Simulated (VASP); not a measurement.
# AsSe3 (P-6m2) in VASP: a series of runs

AsSe3 is run at these levels: PBE; tasks: single point.

All numbers are computed with VASP 6.6.1; they aren't measurements. Logs are shortened: lines on timing, memory, paths and dates and some standing lists are left out, and cuts for length are marked.

### 1 The cell of the first run

Symmetry: P-6m2, No. 187, hexagonal system. Conventional cell: a = 3.701 Å, b = 3.701 Å, c = 7.568 Å, α = 90.00°, β = 90.00°, γ = 120.00°. As (site symmetry -6m2) has 8 Se at 2.77 to 3.78 Å and 6 As at 3.70 Å within 3.8 Å. Se (site symmetry -6m2) has 12 Se at 2.95 to 3.70 Å and 2 As at 3.78 Å within 3.9 Å. Se (site symmetry 3m) has 3 As at 2.77 Å and 10 Se at 2.95 to 3.70 Å within 3.8 Å.

The cell was built from a structure type or drawn by symmetry, and may not be a known phase.

### 2 Single point, PBE

INCAR reads:

```
SYSTEM = AsSe3
PREC     = Accurate       ! precision mode
ENCUT    = 500            ! plane-wave cutoff, eV
EDIFF    = 1E-6           ! SCF threshold, eV
ISMEAR   = 0              ! smearing method
SIGMA    = 0.2            ! smearing width, eV
LREAL    = .False.        ! projectors in reciprocal space
LASPH    = .True.         ! aspherical terms in the spheres
NELM     = 120            ! most SCF steps
ALGO     = Normal         ! electronic algorithm
ISIF     = 2              ! what is computed and relaxed
LWAVE    = .False.        ! write WAVECAR
LCHARG   = .True.         ! write CHGCAR
GGA      = PE             ! functional
LELF     = .True.         ! ELF
LVHAR    = .True.       
NBANDS   = 20             ! bands
GGA_COMPAT= .False.
```

KPOINTS reads:

```
regular mesh
0
Gamma
  6 6 2
  0 0 0
```

POSCAR reads:

```
AsSe3
1.0
    3.7007272696      0.0000000000      0.0000000000
   -1.8503636348      3.2049238279      0.0000000000
    0.0000000000      0.0000000000      7.5682677898
As Se
1 3
Direct
    0.0000000000      0.0000000000      0.0000000000
    0.0000000000      0.0000000000      0.5000000000
    0.6666666667      0.3333333333      0.2321257078
    0.6666666667      0.3333333333      0.7678742922
```

Potentials or basis: VASP PAW PBE potentials, release 64 (As, Se).

Launch:

```console
$ cat potpaw_PBE.64/As/POTCAR potpaw_PBE.64/Se/POTCAR > POTCAR
$ mpirun -np 1 vasp_std > vasp.out
```

OUTCAR:

```text
SYSTEM = AsSe3
   PREC = Accurate
   ENCUT = 500
   EDIFF = 1E-6
   ISMEAR = 0
   LREAL = .False.
   LASPH = .True.
   NELM = 120
   ISIF = 2
   GGA = PE

 ion  position               nearest neighbor table
   1  0.000  0.000  0.000-   3 2.77   4 2.77   3 2.77   4 2.77   3 2.77   4 2.77
   2  0.000  0.000  0.500-
   3  0.667  0.333  0.232-   1 2.77   1 2.77   1 2.77
   4  0.667  0.333  0.768-   1 2.77   1 2.77   1 2.77

  LATTYP: Found a hexagonal cell.
 ALAT       =     3.7007272696
 C/A-ratio  =     2.0450758023

  Lattice vectors:

 A1 = (   3.7007272696,   0.0000000000,   0.0000000000)
 A2 = (  -1.8503636348,   3.2049238279,   0.0000000000)
 A3 = (   0.0000000000,   0.0000000000,   7.5682677898)

Analysis of symmetry for initial positions (statically):
=====================================================================
 Subroutine PRICEL returns:
 Original cell was already a primitive cell.

 Routine SETGRP: Setting up the symmetry group for a
 hexagonal supercell.

 Subroutine GETGRP returns: Found 12 space group operations
 (whereof 12 operations were pure point group operations)
 out of a pool of 24 trial point group operations.

The static configuration has the point symmetry D_3h.

Analysis of symmetry for dynamics (positions and initial velocities):
=====================================================================
 Subroutine PRICEL returns:
 Original cell was already a primitive cell.

 Routine SETGRP: Setting up the symmetry group for a
 hexagonal supercell.

 Subroutine GETGRP returns: Found 12 space group operations
 (whereof 12 operations were pure point group operations)
 out of a pool of 24 trial point group operations.

The dynamic configuration has the point symmetry D_3h.

 Subroutine INISYM returns: Found 12 space group operations
 (whereof 12 operations are pure point group operations),
 and found     1 'primitive' translations

----------------------------------------------------------------------------------------

                                     Primitive cell

  volume of cell :      89.7638

  direct lattice vectors                    reciprocal lattice vectors
     3.700727270  0.000000000  0.000000000     0.270217157  0.156009948  0.000000000
    -1.850363635  3.204923828  0.000000000     0.000000000  0.312019896  0.000000000
     0.000000000  0.000000000  7.568267790     0.000000000  0.000000000  0.132130631

  length of vectors
     3.700727270  3.700727270  7.568267790     0.312019896  0.312019896  0.132130631
[... 74 lines left out ...]
   EDIFF  = 0.1E-05   stopping-criterion for ELM
   LREAL  =      F    real-space projection
   EDIFFG = 0.1E-04   stopping-criterion for IOM
   NSW    =      0    number of steps for IOM
   IBRION =     -1    ionic relax: 0-MD 1-quasi-New 2-CG
   NFREE  =      0    steps in history (QN), initial steepest desc. (CG)
   ISIF   =      2    stress and relaxation
   ISYM   =      2    0-nonsym 1-usesym 2-fastsym
   POTIM  = 0.5000    time-step for ionic-motion
   TEBEG  =    0.0;   TEEND  =   0.0 temperature during run
   PSTRESS=    0.0 pullay stress
   NELECT =      23.0000    total number of electrons
   NUPDOWN=      -1.0000    fix difference up-down
   EMIN   =  10.00;   EMAX   =-10.00  energy-range for DOS
   EFERMI =   0.00;   METHOD = LEGACY
   ISMEAR =     0;   SIGMA  =   0.20  broadening in eV -4-tet -1-fermi 0-gaus
   EFERMI_NEDOS =   21; number of points for ismear=-14 and -15
   IALGO  =     38    algorithm
   IMIX   =      4    mixing-type and parameters
     AMIX     =   0.40;   BMIX     =  1.00
     AMIX_MAG =   1.60;   BMIX_MAG =  1.00
  volume/ion in A,a.u.               =      22.44       151.44
  Fermi-wavevector in a.u.,A,eV,Ry     =   1.039801  1.964940 14.710438  1.081187
  Thomas-Fermi vector in A             =   2.174348
   LORBIT       =      0    0 simple, 1 ext, 2 COOP (PROOUT), +10 PAW based schemes
   GGA     = PE    functional components
   LHFCALC =     F    Hartree Fock is set to
   AEXX    =    0.0000 exact exchange contribution
   IVDW    =     0    specifies the selected vdW correction
   LEPSILON=     F    determine dielectric tensor
   LRPA    =     F    only Hartree local field effects (RPA)
 non-spin polarized calculation
 Gauss-broadening in eV      SIGMA  =   0.20
  energy-cutoff  :      500.00
  volume of cell :       89.76
 maximum number of plane-waves:      2298
 NGX is ok and might be reduce to    28
   NGX = 13   NGY = 13   NGZ = 27

 number of electron      23.0000001 magnetization

 Free energy of the ion-electron system (eV)
  ---------------------------------------------------
  ext. energy  EPLUGINS =         0.00000000
  ---------------------------------------------------
  free energy    TOTEN  =       -13.85426369 eV

  energy without entropy =      -13.76580965  energy(sigma->0) =      -13.81003667

 E-fermi :   4.5923     XC(G=0):  -9.9551

 val. band max:        4.5902062513   @ k =   0.3333  -0.0000   0.0000
 cond. band min:       4.6274798628   @ k =   0.1667   0.1667   0.5000
 fundamental gap:      0.0372736116
 Fermi energy:         4.5922769270

 k-point     1 :       0.0000    0.0000    0.0000
  band No.  band energies     occupation
      1     -10.9170      2.00000
      2      -9.1501      2.00000
      3      -8.3777      2.00000
      4      -4.2616      2.00000
      5       0.4072      2.00000
      6       2.4716      2.00000
[... 311 lines left out ...]
     19      14.4734      0.00000
     20      14.6111      0.00000

------------------------ aborting loop because EDIFF is reached ----------------------------------------

  FORCE on cell =-STRESS in cart. coord.  units (eV):
  Direction    XX          YY          ZZ          XY          YZ          ZX
  --------------------------------------------------------------------------------------
  -------------------------------------------------------------------------------------
  Total        0.0514552      0.0514552     -0.1342260      0.0000000     -0.0000000      0.0000000
  in kB        0.9184147      0.9184147     -2.3957743      0.0000000     -0.0000000      0.0000000
  external PRESSURE =      -0.1863149 kB  Pullay stress =       0.0000000 kB

 VOLUME and BASIS-vectors are now :
 -----------------------------------------------------------------------------
  energy-cutoff  :      500.00
  volume of cell :       89.76
      direct lattice vectors                 reciprocal lattice vectors
     3.700727270  0.000000000  0.000000000     0.270217157  0.156009948  0.000000000
    -1.850363635  3.204923828  0.000000000     0.000000000  0.312019896  0.000000000
     0.000000000  0.000000000  7.568267790     0.000000000  0.000000000  0.132130631

 POSITION                                       TOTAL-FORCE (eV/Angst)
 -----------------------------------------------------------------------------------
      0.00000      0.00000      0.00000        -0.000000      0.000000      0.000000
      0.00000      0.00000      3.78413        -0.000000     -0.000000      0.000000
      1.85036      1.06831      1.75679         0.000000      0.000000      0.041001
      1.85036      1.06831      5.81148         0.000000      0.000000     -0.041001
 -----------------------------------------------------------------------------------
    total drift:                                0.000000     -0.000000      0.000000

  FREE ENERGIE OF THE ION-ELECTRON SYSTEM (eV)
  ---------------------------------------------------
  free  energy   TOTEN  =       -13.8542636916 eV

  energy  without entropy=      -13.7658096544  energy(sigma->0) =      -13.81003667
```

stdout:

```text
POSCAR found type information on POSCAR AsSe
 POSCAR found :  2 types and       4 ions
 scaLAPACK will be used
 LDA part: xc-table for (Slater+PW92), standard interpolation
 POSCAR, INCAR and KPOINTS ok, starting setup
 FFT: planning ... GRIDC
 FFT: planning ... GRID_SOFT
 FFT: planning ... GRID
 WAVECAR not read
 entering main loop
```

Run time: 29 s. Hardware: 1 thread of Intel Xeon Platinum 8488C (Sapphire Rapids), shared host; peak memory 0.19 GiB.

Results:

```
Free energy            : -13.8543 eV
Pressure               : 0.0 GPa
Largest force          : 0.041 eV/Å
Band gap on the k mesh : zero (an odd number of electrons rules out a gap without spin polarisation)
```

Forces on the atoms (eV/Å):
```
As   0.000  0.000  0.000
Se   0.000  0.000  0.000
Se   0.000  0.000  0.041
Se   0.000  0.000 -0.041
```

Caveat: the k points lie up to 0.42 Å⁻¹ apart, too coarse for converged energies and pressures of a metal.

### 3 Single point, PBE

This run uses another cell than the first one, of 22.49 Å³/atom.

INCAR reads:

```
PREC = Accurate
ENCUT = 500
EDIFF = 1E-6
ISMEAR = 0
SIGMA = 0.2
LREAL = F
LASPH = T
NELM = 120
ALGO = Normal
ISIF = 2
LWAVE = F
LCHARG = F
GGA = PE
NBANDS = 20
GGA_COMPAT = F
```

KPOINTS reads:

```
Automatic mesh
0
Gamma
  6 6 2
```

POSCAR reads:

```
AsSe3
1.0
    3.7189023421      0.0000000000      0.0000000000
   -1.8594511710      3.2206639024      0.0000000000
    0.0000000000      0.0000000000      7.5105979282
As Se
1 3
Direct
    0.3333333333      0.6666666667      0.5000000000
    0.3333333333      0.6666666667      0.0000000000
    0.6666666667      0.3333333333      0.7328212096
    0.6666666667      0.3333333333      0.2671787904
```

Potentials or basis: VASP PAW PBE potentials, release 64 (As, Se).

Launch:

```console
$ cat potpaw_PBE.64/As/POTCAR potpaw_PBE.64/Se/POTCAR > POTCAR
$ mpirun -np 1 vasp_std > vasp.out
```

Wall time 28 s (1 thread of Intel Xeon Platinum 8488C (Sapphire Rapids), shared host); peak memory 0.19 GiB.

The run converged. Its results:

| Property | Result |
| --- | --- |
| Free energy | -13.8552 eV |
| Pressure | 0.0 GPa |
| Largest force | 0.025 eV/Å |
| Band gap on the k mesh | zero (an odd number of electrons rules out a gap without spin polarisation) |

Forces on the atoms (eV/Å):
```
As   0.000  0.000  0.000
Se   0.000  0.000  0.000
Se   0.000  0.000  0.025
Se   0.000  0.000 -0.025
```

Stress tensor (GPa, compression positive):
```
0.00 0.00 0.00
0.00 0.00 0.00
0.00 0.00 0.10
```

Levels at points of the mesh, in eV from the Fermi level:
```
           k point  band 9  band 10  band 11  band 12  band 13  band 14
(0.00, 0.00, 0.00)   -0.79    -0.79    -0.54    -0.10    -0.10     1.41
(0.50, 0.00, 0.00)   -2.16    -1.72    -1.06    -0.11    -0.08     1.47
(0.00, 0.00, 0.50)   -1.58    -1.58     0.46     0.46     1.39     1.39
(0.50, 0.00, 0.50)   -3.37    -2.91    -0.80    -0.28     0.53     2.02
```

Caveat: the k points lie up to 0.42 Å⁻¹ apart, too coarse for converged energies and pressures of a metal.
